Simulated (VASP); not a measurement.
# Au: single point with PBEsol+D3(BJ)

The system is Au.

```xyz
1
Lattice="0.0000 2.0246 2.0246 2.0246 0.0000 2.0246 2.0246 2.0246 0.0000" Properties=species:S:1:pos:R:3 pbc="T T T"
Au    0.0000    0.0000    0.0000
```

| Item | Value |
| --- | --- |
| Program | VASP 6.6.1 |
| Task | single point |
| Functional | PBEsol |
| Dispersion | D3(BJ) |
| Potentials or basis | VASP PAW PBE potentials, release 64 (Au) |
| Cutoff | 520 eV |
| k mesh | 11 × 11 × 11 |
| Occupations | fermi-dirac, width 0.05 eV |
| Spin | no spin polarisation |

* Pressure: -2.0 GPa
* Dispersion energy per atom: -0.649 eV

Levels at points of the mesh, in eV from the Fermi level:
| k point | band 3 | band 4 | band 5 | band 6 | band 7 | band 8 | band 9 | band 10 |
| --- | --- | --- | --- | --- | --- | --- | --- | --- |
| (0.00, 0.00, 0.00) | -4.81 | -4.81 | -3.21 | -3.21 | 14.47 | 18.62 | 18.62 | 18.62 |

Wall time 9.1 s on 1 thread of Intel(R) Xeon(R) Platinum 8488C (Sapphire Rapids), on a shared host, peak memory 0.15 GiB.

Caveat: three body term missing; the PAW data sets were made with another functional, which shifts forces and pressure a little; spin-orbit coupling is left out, which moves the levels of the heavy elements; pairwise dispersion overbinds metals, which lowers pressure and volume.
